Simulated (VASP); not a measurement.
# Na8CO in VASP: single point with PBE

Aim: the single point of Na8CO with PBE.

Program: VASP 6.6.1. These are calculated values, not measurements. Logs are shortened: lines on timing, memory, paths and dates and some standing lists are left out, and cuts for length are marked.

### 1 The cell of the first run

The cell holds a slab with vacuum, 10 atoms: a = 7.267 Å, b = 7.267 Å, c = 20.967 Å, α = 90.00°, β = 90.00°, γ = 109.47°.

### 2 Single point, PBE

INCAR

```
SYSTEM = Na8CO
ALGO = Normal
DIPOL = 0.5 0.5 0.286
EDIFF = 1E-6
ENCUT = 520
GGA = PE
IDIPOL = 3
ISIF = 2
ISMEAR = 0
LASPH = .True.
LCHARG = .False.
LDIPOL = .True.
LREAL = .False.
LWAVE = .False.
NBANDS = 44
NELM = 80
PREC = Accurate
SIGMA = 0.1
```

KPOINTS

```
k-points
0
Gamma
  4 4 1
  0 0 0
```

POSCAR

```
Na8CO
1.0
    7.2665057608      0.0000000000      0.0000000000
   -2.4221685869      6.8509273320      0.0000000000
    0.0000000000      0.0000000000     20.9665385532
Na C O
8 1 1
Direct
    0.2500000000      0.2500000000      0.1907801800
    0.2500000000      0.7500000000      0.1907801800
    0.7500000000      0.2500000000      0.1907801800
    0.7500000000      0.7500000000      0.1907801800
    0.0000000000      0.0000000000      0.3322693699
    0.0000000000      0.5000000000      0.3322693699
    0.5000000000      0.0000000000      0.3322693699
    0.5000000000      0.5000000000      0.3322693699
    0.0585679428      0.8333333333      0.3856878203
    0.2747653906      0.8333333333      0.3856878203
```

Potentials or basis: VASP PAW PBE potentials, release 64 (Na_pv, C, O).

The run is started by

```bash
> cat potpaw_PBE.64/Na_pv/POTCAR potpaw_PBE.64/C/POTCAR potpaw_PBE.64/O/POTCAR > POTCAR
> mpirun -np 1 vasp_std > vasp.out
```

OUTCAR:

```text
SYSTEM = Na8CO
   EDIFF = 1E-6
   ENCUT = 520
   GGA = PE
   ISIF = 2
   ISMEAR = 0
   LASPH = .True.
   LREAL = .False.
   NELM = 80
   PREC = Accurate

 ion  position               nearest neighbor table
   1  0.250  0.250  0.191-
   2  0.250  0.750  0.191-
   3  0.750  0.250  0.191-
   4  0.750  0.750  0.191-
   5  0.000  0.000  0.332-   9 1.80
   6  0.000  0.500  0.332-
   7  0.500  0.000  0.332-  10 2.02
   8  0.500  0.500  0.332-
   9  0.059  0.833  0.386-  10 1.57   5 1.80
  10  0.275  0.833  0.386-   9 1.57   7 2.02

  LATTYP: Found a base centered orthorhombic cell.
 ALAT       =     8.3906381142
 B/A-ratio  =     1.4142135624
 C/A-ratio  =     2.4988014342

  Lattice vectors:

 A1 = (   7.2665057608,   0.0000000000,   0.0000000000)
 A2 = (  -2.4221685869,   6.8509273320,   0.0000000000)
 A3 = (   0.0000000000,   0.0000000000,  20.9665385532)

Analysis of symmetry for initial positions (statically):
=====================================================================
 Subroutine PRICEL returns:
 Original cell was already a primitive cell.

 Routine SETGRP: Setting up the symmetry group for a
 base centered orthorhombic supercell.

 Subroutine GETGRP returns: Found  1 space group operations
 (whereof  1 operations were pure point group operations)
 out of a pool of  8 trial point group operations.

The static configuration has the point symmetry C_1 .

Analysis of symmetry for dynamics (positions and initial velocities):
=====================================================================
 Subroutine PRICEL returns:
 Original cell was already a primitive cell.

 Routine SETGRP: Setting up the symmetry group for a
 base centered orthorhombic supercell.

 Subroutine GETGRP returns: Found  1 space group operations
 (whereof  1 operations were pure point group operations)
 out of a pool of  8 trial point group operations.

The dynamic configuration has the point symmetry C_1 .

 Subroutine INISYM returns: Found  1 space group operations
 (whereof  1 operations are pure point group operations),
 and found     1 'primitive' translations

----------------------------------------------------------------------------------------

                                     Primitive cell

  volume of cell :    1043.7626

  direct lattice vectors                    reciprocal lattice vectors
     7.266505761  0.000000000  0.000000000     0.137617726  0.048655214  0.000000000
    -2.422168587  6.850927332  0.000000000     0.000000000  0.145965641  0.000000000
     0.000000000  0.000000000 20.966538553     0.000000000  0.000000000  0.047695045

  length of vectors
     7.266505761  7.266505761 20.966538553     0.145965641  0.145965641  0.047695045

  position of ions in fractional coordinates (direct lattice)
     0.250000000  0.250000000  0.190780180
     0.250000000  0.750000000  0.190780180
     0.750000000  0.250000000  0.190780180
     0.750000000  0.750000000  0.190780180
     0.000000000  0.000000000  0.332269370
     0.000000000  0.500000000  0.332269370
     0.500000000  0.000000000  0.332269370
     0.500000000  0.500000000  0.332269370
     0.058567943  0.833333333  0.385687820
     0.274765391  0.833333333  0.385687820

  ion indices of the primitive-cell ions
   primitive index   ion index
                 1           1
                 2           2
                 3           3
                 4           4
                 5           5
                 6           6
                 7           7
                 8           8
                 9           9
                10          10

----------------------------------------------------------------------------------------

 KPOINTS: k-points

Automatic generation of k-mesh.
 Grid dimensions read from file:
 generate k-points for:    4    4    1

 Generating k-lattice:

  Cartesian coordinates                     Fractional coordinates (reciprocal lattice)
     0.034404432  0.012163803  0.000000000     0.250000000  0.000000000  0.000000000
     0.000000000  0.036491410  0.000000000     0.000000000  0.250000000  0.000000000
     0.000000000  0.000000000  0.047695045     0.000000000  0.000000000  1.000000000

  Length of vectors
     0.036491410  0.036491410  0.047695045

  Shift w.r.t. Gamma in fractional coordinates (k-lattice)
     0.000000000  0.000000000  0.000000000

 Subroutine IBZKPT returns following result:
 ===========================================

 Found     10 irreducible k-points:

 Following reciprocal coordinates:
            Coordinates               Weight
  0.000000  0.000000  0.000000      1.000000
  0.250000  0.000000  0.000000      2.000000
  0.000000  0.250000  0.000000      2.000000
  0.500000  0.000000  0.000000      1.000000
  0.000000  0.500000  0.000000      1.000000
  0.250000  0.250000  0.000000      2.000000
  0.500000  0.250000  0.000000      2.000000
  0.250000  0.500000  0.000000      2.000000
 -0.250000  0.250000  0.000000      2.000000
  0.500000  0.500000  0.000000      1.000000
   k-points           NKPTS =     10   k-points in BZ     NKDIM =     10   number of bands    NBANDS=     44
   number of dos      NEDOS =    301   number of ions     NIONS =     10
   total plane-waves  NPLWV = 466560
   dimension x,y,z NGX =    54 NGY =   54 NGZ =  160
   dimension x,y,z NGXF=   108 NGYF=  108 NGZF=  320
   ions per type =               8   1   1
   NGX,Y,Z   is equivalent  to a cutoff of  12.35, 12.35, 12.69 a.u.
   NGXF,Y,Z  is equivalent  to a cutoff of  24.71, 24.71, 25.37 a.u.
 SYSTEM =  Na8CO
   PREC   = accura    normal or accurate (medium, high low for compatibility)
   ISTART =      0    job   : 0-new  1-cont  2-samecut
   ICHARG =      2    charge: 1-file 2-atom 10-const
   ISPIN  =      1    spin polarized calculation?
   LNONCOLLINEAR =      F non collinear calculations
   LSORBIT =      F    spin-orbit coupling
   LASPH  =      T    aspherical Exc in radial PAW
   ENCUT  =  520.0 eV  38.22 Ry    6.18 a.u.  13.51 13.51 38.98*2*pi/ulx,y,z
   NELM   =     80;   NELMIN=  2; NELMDL= -5     # of ELM steps
   EDIFF  = 0.1E-05   stopping-criterion for ELM
   LREAL  =      F    real-space projection
   EDIFFG = 0.1E-04   stopping-criterion for IOM
   NSW    =      0    number of steps for IOM
   IBRION =     -1    ionic relax: 0-MD 1-quasi-New 2-CG
   NFREE  =      0    steps in history (QN), initial steepest desc. (CG)
   ISIF   =      2    stress and relaxation
   ISYM   =      2    0-nonsym 1-usesym 2-fastsym
   POTIM  = 0.5000    time-step for ionic-motion
   TEBEG  =    0.0;   TEEND  =   0.0 temperature during run
   PSTRESS=    0.0 pullay stress
   NELECT =      66.0000    total number of electrons
   NUPDOWN=      -1.0000    fix difference up-down
   EMIN   =  10.00;   EMAX   =-10.00  energy-range for DOS
   EFERMI =   0.00;   METHOD = LEGACY
   ISMEAR =     0;   SIGMA  =   0.10  broadening in eV -4-tet -1-fermi 0-gaus
   EFERMI_NEDOS =   21; number of points for ismear=-14 and -15
   IALGO  =     38    algorithm
   IMIX   =      4    mixing-type and parameters
     AMIX     =   0.40;   BMIX     =  1.00
     AMIX_MAG =   1.60;   BMIX_MAG =  1.00
  volume/ion in A,a.u.               =     104.38       704.37
  Fermi-wavevector in a.u.,A,eV,Ry     =   0.652212  1.232502  5.787656  0.425381
  Thomas-Fermi vector in A             =   1.722060
   LORBIT       =      0    0 simple, 1 ext, 2 COOP (PROOUT), +10 PAW based schemes
   GGA     = PE    functional components
   LHFCALC =     F    Hartree Fock is set to
   AEXX    =    0.0000 exact exchange contribution
   IVDW    =     0    specifies the selected vdW correction
   LEPSILON=     F    determine dielectric tensor
   LRPA    =     F    only Hartree local field effects (RPA)
 non-spin polarized calculation
 Gauss-broadening in eV      SIGMA  =   0.10
  energy-cutoff  :      520.00
  volume of cell :     1043.76
 maximum number of plane-waves:     28122
   NGX = 27   NGY = 27   NGZ = 77

 number of electron      65.9999952 magnetization

 dipolmoment           0.000000      0.000000      0.189369 electrons x Angstroem

 Free energy of the ion-electron system (eV)
  ---------------------------------------------------
  ext. energy  EPLUGINS =         0.00000000
  ---------------------------------------------------
  free energy    TOTEN  =       -20.17174621 eV

  energy without entropy =      -20.13057260  energy(sigma->0) =      -20.15115941

 E-fermi :  -2.0911     XC(G=0):  -2.6347

 val. band max:       -2.0978231857   @ k =  -0.2500   0.2500   0.0000
 cond. band min:      -2.0860698027   @ k =   0.5000   0.0000   0.0000
 fundamental gap:      0.0117533830
 Fermi energy:        -2.0911091810

 k-point     1 :       0.0000    0.0000    0.0000
  band No.  band energies     occupation
      1     -27.4732      2.00000
      2     -27.4667      2.00000
      3     -27.4589      2.00000
      4     -27.3020      2.00000
      5     -27.2890      2.00000
      6     -27.2836      2.00000
[... 36 lines left out ...]
     43       0.5929      0.00000
     44       0.7309      0.00000

 k-point     2 :       0.2500    0.0000    0.0000
  band No.  band energies     occupation
      1     -27.4732      2.00000
      2     -27.4666      2.00000
      3     -27.4588      2.00000
      4     -27.3019      2.00000
      5     -27.2870      2.00000
      6     -27.2836      2.00000
[... 36 lines left out ...]
     43       0.7658      0.00000
     44       0.8809      0.00000

 k-point     3 :       0.0000    0.2500    0.0000
  band No.  band energies     occupation
      1     -27.4731      2.00000
      2     -27.4666      2.00000
      3     -27.4589      2.00000
      4     -27.3019      2.00000
      5     -27.2880      2.00000
      6     -27.2835      2.00000
[... 318 lines left out ...]
     43       0.8499      0.00000
     44       1.2118      0.00000

 k-point    10 :       0.5000    0.5000    0.0000
  band No.  band energies     occupation
      1     -27.4730      2.00000
      2     -27.4666      2.00000
      3     -27.4587      2.00000
      4     -27.3017      2.00000
      5     -27.2835      2.00000
      6     -27.2815      2.00000
[... 36 lines left out ...]
     43       1.2621      0.00000
     44       1.3209      0.00000

------------------------ aborting loop because EDIFF is reached ----------------------------------------

 vacuum level on the upper side and lower side of the slab       (xc-potential included)         0.249        -0.425

  FORCE on cell =-STRESS in cart. coord.  units (eV):
  Direction    XX          YY          ZZ          XY          YZ          ZX
  --------------------------------------------------------------------------------------
  -------------------------------------------------------------------------------------
  Total       -7.9903792      4.0439485      4.4342629     -2.9507317     -5.2368381      2.3324149
  in kB      -12.2652457      6.2074678      6.8066012     -4.5293782     -8.0385554      3.5802608
  external PRESSURE =       0.2496077 kB  Pullay stress =       0.0000000 kB

 VOLUME and BASIS-vectors are now :
 -----------------------------------------------------------------------------
  energy-cutoff  :      520.00
  volume of cell :     1043.76
      direct lattice vectors                 reciprocal lattice vectors
     7.266505761  0.000000000  0.000000000     0.137617726  0.048655214  0.000000000
    -2.422168587  6.850927332  0.000000000     0.000000000  0.145965641  0.000000000
     0.000000000  0.000000000 20.966538553     0.000000000  0.000000000  0.047695045

 POSITION                                       TOTAL-FORCE (eV/Angst)
 -----------------------------------------------------------------------------------
      1.21108      1.71273      4.00000         0.023176      0.020545      0.013883
      0.00000      5.13820      4.00000         0.000388      0.002329     -0.035314
      4.84434      1.71273      4.00000        -0.027312     -0.002404      0.027416
      3.63325      5.13820      4.00000         0.005009     -0.015584      0.020732
      0.00000      0.00000      6.96654        -2.777772      3.759784     -3.700840
     -1.21108      3.42546      6.96654         0.044396      0.161755      0.118518
      3.63325      0.00000      6.96654         0.625652      0.667600     -0.540435
      2.42217      3.42546      6.96654         0.019533      0.068511      0.024652
     -1.59289      5.70911      8.08654         9.246251     -3.674462      3.663706
     -0.02189      5.70911      8.08654        -7.159319     -0.988073      0.407682
 -----------------------------------------------------------------------------------
    total drift:                                0.000474      0.000079     -0.005017

  FREE ENERGIE OF THE ION-ELECTRON SYSTEM (eV)
  ---------------------------------------------------
  free  energy   TOTEN  =       -20.1717462133 eV

  energy  without entropy=      -20.1305725996  energy(sigma->0) =      -20.15115941

 vacuum level on the upper side and lower side of the slab         1.495         0.779
```

Run time: 22 min. Hardware: 1 thread of AMD EPYC 7R43 (Zen 3), shared host; peak memory 1.1 GiB.

What came out:

* Free energy: -20.1717 eV
* Largest force: 10.603 eV/Å
* Band gap on the k mesh: zero (bands 33 and 34 overlap by 0.07 eV)

Forces in eV/Å, atoms in the order of the input:
```
Na   0.023  0.021  0.014
Na   0.000  0.002 -0.035
Na  -0.027 -0.002  0.027
Na   0.005 -0.016  0.021
Na  -2.778  3.760 -3.701
Na   0.044  0.162  0.119
Na   0.626  0.668 -0.540
Na   0.020  0.069  0.025
C    9.246 -3.674  3.664
O   -7.159 -0.988  0.408
```

Levels at points of the mesh, in eV from the Fermi level:
| k point | band 31 | band 32 | band 33 | band 34 | band 35 | band 36 |
| --- | --- | --- | --- | --- | --- | --- |
| (0.00, 0.00, 0.00) | -0.61 | -0.15 | 0.06 | 0.51 | 0.59 | 0.79 |
| (0.50, 0.00, 0.00) | -1.63 | -0.29 | 0.01 | 0.07 | 0.30 | 0.50 |
| (0.00, 0.50, 0.00) | -1.56 | -0.27 | -0.03 | 0.22 | 0.32 | 0.51 |
| (0.50, 0.50, 0.00) | -1.42 | -0.58 | -0.47 | 0.04 | 0.17 | 0.44 |
